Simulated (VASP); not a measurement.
Here is a VASP 6.6.1 calculation.

Contents of INCAR:

```
  PREC = Accurate
  ENCUT = 500
  EDIFF = 1E-6
  ISMEAR = -1
  SIGMA = 0.05
  LREAL = F
  LASPH = T
  NELM = 120
  ALGO = Normal
  ISIF = 2
  LWAVE = F
  LCHARG = F
  GGA = B5
  ALDAX = 1.0
  AGGAX = 1.0
  AGGAC = 1.0
  ALDAC = 0.0
  NBANDS = 14
  GGA_COMPAT = F
```

The input KPOINTS:

```
Automatic mesh
0
Gamma
  12 12 12
```

The input POSCAR:

```
Ir
1.0
    0.0000000000      1.9671366248      1.9671366248
    1.9671366248      0.0000000000      1.9671366248
    1.9671366248      1.9671366248      0.0000000000
Ir
1
Direct
    0.0000000000      0.0000000000      0.0000000000
```

Potentials or basis: VASP PAW PBE potentials, release 64 (Ir_sv_GW).

The run is started by

```console
$ cat potpaw_PBE.64/Ir_sv_GW/POTCAR > POTCAR
$ mpirun -np 1 vasp_std > vasp.out
```

Q: Predict the pressure.

A: -1.4 GPa.

Caveat: the PAW data sets were made with another functional, which shifts forces and pressure a little.
